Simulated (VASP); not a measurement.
# W (R-3m) in VASP: a series of runs

Runs on W. Level: LDA. Tasks: single point.

Program: VASP 6.6.1. These are calculated values, not measurements. Logs are shortened: lines on timing, memory, paths and dates and some standing lists are left out, and cuts for length are marked.

### 1 The cell of the first run

Symmetry: R-3m, No. 166, trigonal system. Conventional cell: a = 3.637 Å, b = 3.637 Å, c = 4.039 Å, α = 90.00°, β = 90.00°, γ = 120.00°. Within 3.7 Å of W (site symmetry -3m) lie 18 W at 2.49 to 3.64 Å.

### 2 Single point, LDA (15.42 Å³/atom)

INCAR

```
  ALGO = Fast
  EDIFF = 1E-7
  ENCUT = 520
  ISIF = 2
  ISMEAR = 0
  LASPH = True
  LCHARG = False
  LREAL = False
  LWAVE = False
  NBANDS = 13
  NELM = 60
  PREC = Accurate
  SIGMA = 0.15
```

KPOINTS

```
k-points
0
Gamma
  22 22 22
```

POSCAR

```
W
1.0
   -0.9373610665      1.6345094288      1.6345094288
    1.6345094288     -0.9373610665      1.6345094288
    1.6345094288      1.6345094288     -0.9373610665
W
1
Direct
    0.0000000000      0.0000000000      0.0000000000
```

Potentials or basis: VASP PAW LDA potentials, release 64 (W_sv).

Launch:

```bash
cat potpaw_LDA.64/W_sv/POTCAR > POTCAR
mpirun -np 1 vasp_std > vasp.out
```

OUTCAR:

```text
EDIFF = 1E-7
   ENCUT = 520
   ISIF = 2
   ISMEAR = 0
   LASPH = True
   LREAL = False
   NELM = 60
   PREC = Accurate

 ion  position               nearest neighbor table
   1  0.000  0.000  0.000-

  LATTYP: Found a trigonal (rhomboedric) cell.
 ALAT       =     2.4943712464
 COS(alpha) =    -0.0631046292

  Lattice vectors:

 A1 = (  -0.9373610665,   1.6345094288,   1.6345094288)
 A2 = (   1.6345094288,  -0.9373610665,   1.6345094288)
 A3 = (   1.6345094288,   1.6345094288,  -0.9373610665)

Analysis of symmetry for initial positions (statically):
=====================================================================
 Subroutine PRICEL returns:
 Original cell was already a primitive cell.

 Routine SETGRP: Setting up the symmetry group for a
 trigonal (rhombohedral) supercell.

 Subroutine GETGRP returns: Found 12 space group operations
 (whereof 12 operations were pure point group operations)
 out of a pool of 12 trial point group operations.

The static configuration has the point symmetry D_3d.

Analysis of symmetry for dynamics (positions and initial velocities):
=====================================================================
 Subroutine PRICEL returns:
 Original cell was already a primitive cell.

 Routine SETGRP: Setting up the symmetry group for a
 trigonal (rhombohedral) supercell.

 Subroutine GETGRP returns: Found 12 space group operations
 (whereof 12 operations were pure point group operations)
 out of a pool of 12 trial point group operations.

The dynamic configuration has the point symmetry D_3d.

 Subroutine INISYM returns: Found 12 space group operations
 (whereof 12 operations are pure point group operations),
 and found     1 'primitive' translations

----------------------------------------------------------------------------------------

                                     Primitive cell

  volume of cell :      15.4228

  direct lattice vectors                    reciprocal lattice vectors
    -0.937361066  1.634509429  1.634509429    -0.116254910  0.272567156  0.272567156
     1.634509429 -0.937361066  1.634509429     0.272567156 -0.116254910  0.272567156
     1.634509429  1.634509429 -0.937361066     0.272567156  0.272567156 -0.116254910

  length of vectors
     2.494371246  2.494371246  2.494371246     0.402617577  0.402617577  0.402617577

  position of ions in fractional coordinates (direct lattice)
     0.000000000  0.000000000  0.000000000

  ion indices of the primitive-cell ions
   primitive index   ion index
                 1           1

----------------------------------------------------------------------------------------

 KPOINTS: k-points

Automatic generation of k-mesh.
 Grid dimensions read from file:
 generate k-points for:   22   22   22

 Generating k-lattice:

  Cartesian coordinates                     Fractional coordinates (reciprocal lattice)
    -0.005284314  0.012389416  0.012389416     0.045454545  0.000000000  0.000000000
     0.012389416 -0.005284314  0.012389416     0.000000000  0.045454545  0.000000000
     0.012389416  0.012389416 -0.005284314     0.000000000  0.000000000  0.045454545

  Length of vectors
     0.018300799  0.018300799  0.018300799

  Shift w.r.t. Gamma in fractional coordinates (k-lattice)
     0.000000000  0.000000000  0.000000000

 Subroutine IBZKPT returns following result:
 ===========================================

 Found   1024 irreducible k-points:

 Following reciprocal coordinates:
            Coordinates               Weight
  0.000000  0.000000  0.000000      1.000000
  0.045455  0.000000  0.000000      6.000000
  0.090909  0.000000  0.000000      6.000000
  0.136364 -0.000000 -0.000000      6.000000
  0.181818  0.000000  0.000000      6.000000
  0.227273 -0.000000 -0.000000      6.000000
[... 16 lines left out ...]
  0.500000  0.045455  0.000000     12.000000
 -0.454545  0.045455  0.000000     12.000000
 [... further k-points ...]
   k-points           NKPTS =   1024   k-points in BZ     NKDIM =   1024   number of bands    NBANDS=     13
   number of dos      NEDOS =    301   number of ions     NIONS =      1
   total plane-waves  NPLWV =   8000
   dimension x,y,z NGX =    20 NGY =   20 NGZ =   20
   dimension x,y,z NGXF=    40 NGYF=   40 NGZF=   40
   ions per type =               1
   NGX,Y,Z   is equivalent  to a cutoff of  13.33, 13.33, 13.33 a.u.
   NGXF,Y,Z  is equivalent  to a cutoff of  26.66, 26.66, 26.66 a.u.
 SYSTEM =  unknown system
   PREC   = accura    normal or accurate (medium, high low for compatibility)
   ISTART =      0    job   : 0-new  1-cont  2-samecut
   ICHARG =      2    charge: 1-file 2-atom 10-const
   ISPIN  =      1    spin polarized calculation?
   LNONCOLLINEAR =      F non collinear calculations
   LSORBIT =      F    spin-orbit coupling
   LASPH  =      T    aspherical Exc in radial PAW
   ENCUT  =  520.0 eV  38.22 Ry    6.18 a.u.   4.64  4.64  4.64*2*pi/ulx,y,z
   NELM   =     60;   NELMIN=  2; NELMDL= -5     # of ELM steps
   EDIFF  = 0.1E-06   stopping-criterion for ELM
   LREAL  =      F    real-space projection
   EDIFFG = 0.1E-05   stopping-criterion for IOM
   NSW    =      0    number of steps for IOM
   IBRION =     -1    ionic relax: 0-MD 1-quasi-New 2-CG
   NFREE  =      0    steps in history (QN), initial steepest desc. (CG)
   ISIF   =      2    stress and relaxation
   ISYM   =      2    0-nonsym 1-usesym 2-fastsym
   POTIM  = 0.5000    time-step for ionic-motion
   TEBEG  =    0.0;   TEEND  =   0.0 temperature during run
   PSTRESS=    0.0 pullay stress
   NELECT =      14.0000    total number of electrons
   NUPDOWN=      -1.0000    fix difference up-down
   EMIN   =  10.00;   EMAX   =-10.00  energy-range for DOS
   EFERMI =   0.00;   METHOD = LEGACY
   ISMEAR =     0;   SIGMA  =   0.15  broadening in eV -4-tet -1-fermi 0-gaus
   EFERMI_NEDOS =   21; number of points for ismear=-14 and -15
   IALGO  =     68    algorithm
   IMIX   =      4    mixing-type and parameters
     AMIX     =   0.40;   BMIX     =  1.00
     AMIX_MAG =   1.60;   BMIX_MAG =  1.00
  volume/ion in A,a.u.               =      15.42       104.08
  Fermi-wavevector in a.u.,A,eV,Ry     =   1.585124  2.995450 34.186234  2.512617
  Thomas-Fermi vector in A             =   2.684636
   LORBIT       =      0    0 simple, 1 ext, 2 COOP (PROOUT), +10 PAW based schemes
   GGA     = CA    functional components
   LHFCALC =     F    Hartree Fock is set to
   AEXX    =    0.0000 exact exchange contribution
   IVDW    =     0    specifies the selected vdW correction
   LEPSILON=     F    determine dielectric tensor
   LRPA    =     F    only Hartree local field effects (RPA)
 non-spin polarized calculation
 RMM-DIIS sequential band-by-band and
 Gauss-broadening in eV      SIGMA  =   0.15
  energy-cutoff  :      520.00
  volume of cell :       15.42
 maximum number of plane-waves:       437
   NGX =  9   NGY =  9   NGZ =  9

 number of electron      14.0000001 magnetization

 Free energy of the ion-electron system (eV)
  ---------------------------------------------------
  ext. energy  EPLUGINS =         0.00000000
  ---------------------------------------------------
  free energy    TOTEN  =       -12.49923487 eV

  energy without entropy =      -12.48946520  energy(sigma->0) =      -12.49435003

 E-fermi :  11.6823     XC(G=0): -13.8376

 val. band max:       11.6793487548   @ k =   0.3636   0.2727   0.0909
 cond. band min:      11.6823622566   @ k =  -0.3182   0.2727   0.0909
 fundamental gap:      0.0030135018
 Fermi energy:        11.6822844423

 k-point     1 :       0.0000    0.0000    0.0000
  band No.  band energies     occupation
      1     -62.0008      2.00000
      2     -25.6526      2.00000
      3     -25.4790      2.00000
      4     -25.4790      2.00000
      5       2.2519      2.00000
      6       6.3815      2.00000
      7       6.3815      2.00000
      8      17.0229      0.00000
      9      17.4041      0.00000
     10      17.4041      0.00000
     11      27.1251      0.00000
     12      27.1251      0.00000
     13      29.3603      0.00000

 k-point     2 :       0.0455    0.0000    0.0000
  band No.  band energies     occupation
      1     -61.9970      2.00000
      2     -25.6683      2.00000
      3     -25.5076      2.00000
      4     -25.4752      2.00000
      5       2.3353      2.00000
      6       6.4021      2.00000
      7       6.4754      2.00000
      8      16.9122      0.00000
      9      17.2544      0.00000
     10      17.3700      0.00000
     11      27.0211      0.00000
     12      27.2906      0.00000
     13      29.2498      0.00000

 k-point     3 :       0.0909    0.0000    0.0000
  band No.  band energies     occupation
      1     -61.9857      2.00000
      2     -25.7565      2.00000
      3     -25.5470      2.00000
      4     -25.4641      2.00000
      5       2.5737      2.00000
      6       6.4629      2.00000
      7       6.7574      2.00000
      8      16.5385      0.00000
      9      16.8459      0.00000
     10      17.3530      0.00000
     11      26.4392      0.00000
     12      27.7436      0.00000
     13      29.4102      0.00000
[... 305 lines left out ...]
 k-point    23 :       0.5000    0.0455    0.0000
  band No.  band energies     occupation
      1     -61.8042      2.00000
      2     -27.6392      2.00000
      3     -25.4262      2.00000
      4     -25.3042      2.00000
      5       6.1261      2.00000
      6       7.5629      2.00000
      7      10.6948      2.00000
      8      12.7374      0.00000
      9      13.1511      0.00000
     10      17.6851      0.00000
     11      23.2117      0.00000
     12      26.1140      0.00000
     13      31.6656      0.00000

 k-point    24 :      -0.4545    0.0455    0.0000
  band No.  band energies     occupation
      1     -61.8083      2.00000
      2     -27.5998      2.00000
      3     -25.4293      2.00000
      4     -25.3078      2.00000
      5       6.0349      2.00000
      6       7.5455      2.00000
      7      10.5683      2.00000
      8      12.8453      0.00000
      9      13.2323      0.00000
     10      17.6774      0.00000
     11      22.9246      0.00000
     12      26.2827      0.00000
     13      32.2766      0.00000

 [... further k-points ...]

------------------------ aborting loop because EDIFF is reached ----------------------------------------

  FORCE on cell =-STRESS in cart. coord.  units (eV):
  Direction    XX          YY          ZZ          XY          YZ          ZX
  --------------------------------------------------------------------------------------
  -------------------------------------------------------------------------------------
  Total        3.7110898      3.7110898      3.7110898     -0.8750555     -0.8750555     -0.8750555
  in kB      385.5218906    385.5218906    385.5218906    -90.9040391    -90.9040391    -90.9040391
  external PRESSURE =     385.5218906 kB  Pullay stress =       0.0000000 kB

 VOLUME and BASIS-vectors are now :
 -----------------------------------------------------------------------------
  energy-cutoff  :      520.00
  volume of cell :       15.42
      direct lattice vectors                 reciprocal lattice vectors
    -0.937361066  1.634509429  1.634509429    -0.116254910  0.272567156  0.272567156
     1.634509429 -0.937361066  1.634509429     0.272567156 -0.116254910  0.272567156
     1.634509429  1.634509429 -0.937361066     0.272567156  0.272567156 -0.116254910

 POSITION                                       TOTAL-FORCE (eV/Angst)
 -----------------------------------------------------------------------------------
      0.00000      0.00000      0.00000         0.000000      0.000000     -0.000000
 -----------------------------------------------------------------------------------
    total drift:                                0.000000     -0.000000      0.000000

  FREE ENERGIE OF THE ION-ELECTRON SYSTEM (eV)
  ---------------------------------------------------
  free  energy   TOTEN  =       -12.4992348688 eV

  energy  without entropy=      -12.4894651993  energy(sigma->0) =      -12.49435003
```

Wall time 3.9 min (1 thread of Intel Xeon 8259CL, shared host); peak memory 0.29 GiB.

Results:

* Free energy: -12.4992 eV
* Pressure: 38.6 GPa
* Band gap on the k mesh: zero (bands 7 and 8 overlap by 3.45 eV)

Levels at points of the mesh, in eV from the Fermi level:
| k point | band 4 | band 5 | band 6 | band 7 | band 8 | band 9 | band 10 | band 11 |
| --- | --- | --- | --- | --- | --- | --- | --- | --- |
| (0.00, 0.00, 0.00) | -37.16 | -9.43 | -5.30 | -5.30 | 5.34 | 5.72 | 5.72 | 15.44 |
| (0.50, 0.00, 0.00) | -36.97 | -5.65 | -4.20 | -0.55 | 0.92 | 1.20 | 6.13 | 11.54 |
| (0.50, 0.50, 0.00) | -36.84 | -7.03 | -3.44 | 1.72 | 2.21 | 5.04 | 6.63 | 9.18 |
| (0.50, 0.50, 0.50) | -38.58 | -5.40 | -5.40 | -4.19 | 6.92 | 9.51 | 9.51 | 13.27 |

Caveat: the cell stands under pressure; spin-orbit coupling is left out, which moves the levels of the heavy elements.

### 3 Single point, LDA (16.04 Å³/atom)

This run uses another cell than the first one, of 16.04 Å³/atom.

INCAR

```
PREC = Accurate
ENCUT = 520
EDIFF = 1E-6
ISMEAR = 0
SIGMA = 0.15
LREAL = False
LASPH = True
NELM = 80
ALGO = Fast
ISIF = 2
LWAVE = False
LCHARG = False
NBANDS = 13
```

KPOINTS

```
Automatic mesh
0
Gamma
  22 22 22
```

POSCAR

```
W
1.0
   -0.7271825891      1.7117997657      1.7117997657
    1.7117997657     -0.7271825891      1.7117997657
    1.7117997657      1.7117997657     -0.7271825891
W
1
Direct
    0.0000000000      0.0000000000      0.0000000000
```

Potentials or basis: VASP PAW LDA potentials, release 64 (W_sv).

Launch:

```bash
cat potpaw_LDA.64/W_sv/POTCAR > POTCAR
mpirun -np 1 vasp_std > vasp.out
```

It took 3.6 min on 1 thread of Intel Xeon 8259CL, shared host; peak memory 0.29 GiB.

Results (log left out):

| Item | Value |
| --- | --- |
| Free energy | -12.6266 eV |
| Pressure | 24.1 GPa |
| Band gap on the k mesh | zero (bands 7 and 8 overlap by 3.15 eV) |

Stress tensor (GPa, compression positive):
```
24.11  8.72  8.72
 8.72 24.11  8.72
 8.72  8.72 24.11
```

Levels at points of the mesh, in eV from the Fermi level:
```tsv
k point	band 5	band 6	band 7	band 8	band 9	band 10
(0.00, 0.00, 0.00)	-9.22	-5.03	-5.03	5.24	5.24	5.48
(0.50, 0.00, 0.00)	-5.52	-3.97	-0.57	0.90	1.22	5.77
(0.50, 0.50, 0.00)	-6.65	-3.38	1.81	2.11	4.84	6.36
(0.50, 0.50, 0.50)	-5.37	-4.37	-4.37	6.99	9.00	9.00
```

Caveat: the cell stands under pressure; spin-orbit coupling is left out, which moves the levels of the heavy elements.

(Part 1 of 2 ends here.)
